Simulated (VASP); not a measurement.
Na4AgS3:

```xyz
8
Lattice="-4.0648 4.0648 3.1851 4.0648 -4.0648 3.1851 4.0648 4.0648 -3.1851" Properties=species:S:1:pos:R:3 pbc="T T T"
Na    1.9420    4.0648    0.0000
Na    2.1228    0.0000    3.1851
Na    4.0648    1.9420    0.0000
Na    0.0000    2.1228    3.1851
Ag    0.0000    0.0000    0.0000
S     0.0000    4.0648    1.5925
S     4.0648    0.0000    1.5925
S     0.0000    0.0000    3.1851
```

The cell was generated, and may not be a known phase.

| Item | Value |
| --- | --- |
| Program | VASP 6.6.1 |
| Task | relaxation of cell and atoms |
| Functional | PBE |
| Potentials or basis | VASP PAW PBE potentials, release 64 (Na_pv, Ag, S) |
| Cutoff | 600 eV |
| k mesh | 3 × 3 × 3 |
| Occupations | gaussian, width 0.15 eV |
| Spin | no spin polarisation |

At the start: pressure 11.8 GPa; volume 26.31 Å³/atom.

Q: How do energy, volume and symmetry change on relaxing?

A: Over 13 steps the energy falls by 661.1 meV/atom and the volume is 33.36 Å³/atom (+26.8 %); space group I4/mmm (No. 139, to 0.1 Å) before and after.

The path:
| step | energy change (eV) | largest force (eV/Å) | pressure (GPa) | volume (Å³) |
| --- | --- | --- | --- | --- |
| 1 | 0.0000 | 3.7579 | 11.80 | 210.50 |
| 2 | -3.9411 | 0.3564 | 0.68 | 273.64 |
| 3 | -3.9885 | 0.4615 | 0.29 | 279.90 |
| 4 | -4.0119 | 0.6095 | -0.31 | 292.65 |
| 5 | -4.2519 | 0.5745 | -0.49 | 291.61 |
| 6 | -4.9591 | 0.4537 | -0.94 | 286.31 |
| 7 | -4.3256 | 0.2638 | 2.50 | 265.02 |
| 8 | -5.2075 | 0.2502 | -0.86 | 282.64 |
| 9 | -5.2429 | 0.1454 | -0.63 | 279.93 |
| 10 | -5.2432 | 0.1493 | -0.64 | 280.33 |
| 11 | -5.2794 | 0.1403 | 0.06 | 268.11 |
| 12 | -5.2800 | 0.1381 | 0.16 | 266.47 |
| 13 | -5.2885 | 0.0162 | 0.05 | 266.90 |

Final structure:
```cif
data_structure
_symmetry_space_group_name_H-M 'P 1'
_symmetry_Int_Tables_number 1
_cell_length_a 7.6399
_cell_length_b 7.6399
_cell_length_c 7.6399
_cell_angle_alpha 96.553
_cell_angle_beta 96.553
_cell_angle_gamma 140.513
_cell_volume 266.90
loop_
_atom_site_label
_atom_site_type_symbol
_atom_site_fract_x
_atom_site_fract_y
_atom_site_fract_z
_atom_site_occupancy
Na1 Na 0.50000 0.23235 0.73235 1
Na2 Na 0.50000 0.76765 0.26765 1
Na3 Na 0.23235 0.50000 0.73235 1
Na4 Na 0.76765 0.50000 0.26765 1
Ag1 Ag 0.00000 0.00000 0.00000 1
S1 S 0.75000 0.25000 0.50000 1
S2 S 0.25000 0.75000 0.50000 1
S3 S 0.50000 0.50000 0.00000 1
```

Caveat: the k points lie up to 0.46 Å⁻¹ apart in the final cell, too coarse for converged energies and pressures of a metal; the volume moved by over 15 % at a fixed basis, so the end points are rough.
